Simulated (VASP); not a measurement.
Set up this calculation in VASP 6.6.1, as the native input.

```yaml
Task: relaxation of cell and atoms
Functional: PBE
Potentials_or_basis: VASP PAW PBE potentials, release 64 (Al, In_d, P, As)
Cutoff: 500 eV
k_mesh: 3 × 3 × 6
Occupations: gaussian, width 0.1 eV
Spin: no spin polarisation
Dipole_correction: no
Further_INCAR_settings: ALGO = Normal; EDIFF = 1e-07; IBRION = 2; EDIFFG = -0.04; NSW = 90; ISIF = 3
```

The structure of AlInAsP3 lies in POSCAR:

```
AlInAsP3
1.0
    6.5943140566      0.0000000000      0.0000000000
   -3.2971570283      5.7108434935      0.0000000000
    0.0000000000      0.0000000000      3.6023029950
Al In P As
1 1 3 1
Direct
    0.0000000000      0.0000000000      0.0000000000
    0.3333333333      0.6666666667      0.0000000000
    0.9835353722      0.4917676861      0.5000000000
    0.5082323139      0.4917676861      0.5000000000
    0.5082323139      0.0164646278      0.5000000000
    0.6666666667      0.3333333333      0.0000000000
```

The cell was generated, and may not be a known phase.

One way to write it, as run:

INCAR

```
SYSTEM = AlInAsP3
PREC = Accurate ; ENCUT = 500
EDIFF = 1E-7 ; ISMEAR = 0
SIGMA = 0.1 ; LREAL = .FALSE.
LASPH = .TRUE. ; NELM = 120
ALGO = Normal ; ISIF = 3
LWAVE = .FALSE. ; LCHARG = .FALSE.
GGA = PE ; IBRION = 2
NSW = 90 ; EDIFFG = -0.04
GGA_COMPAT = .FALSE. ; NELMIN = 4
```

KPOINTS

```
Automatic mesh
0
G
  3 3 6
  0 0 0
```

Potentials or basis: VASP PAW PBE potentials, release 64 (Al, In_d, P, As).

The run is started by

```console
$ cat potpaw_PBE.64/Al/POTCAR potpaw_PBE.64/In_d/POTCAR potpaw_PBE.64/P/POTCAR potpaw_PBE.64/As/POTCAR > POTCAR
$ mpirun -np 1 vasp_std > vasp.out
```

It gave:

```json
{
 "Relaxed volume": "22.88 Å³/atom",
 "Relaxed cell": "a = 6.710 Å, b = 6.710 Å, c = 3.522 Å, α = 90.00°, β = 90.00°, γ = 120.00°",
 "Space group after relaxing (to 0.1 Å)": "P-6m2 (No. 187)",
 "Energy gained by relaxing": "5.3 meV/atom",
 "Ionic steps": "9",
 "Pressure after relaxing": "0.0 GPa",
 "Largest force after relaxing": "0.015 eV/Å",
 "Band gap on the k mesh": "zero (bands 18 and 19 overlap by 0.85 eV)"
}
```

Caveat: the k points lie up to 0.36 Å⁻¹ apart in the final cell, too coarse for converged energies and pressures of a metal; spin-orbit coupling is left out, which moves the levels of the heavy elements.

Wall time 4 min on 1 thread of Intel(R) Xeon(R) Platinum 8259CL CPU @ 2.50GHz (Skylake/Cascade Lake), on a shared host, peak memory 0.27 GiB.
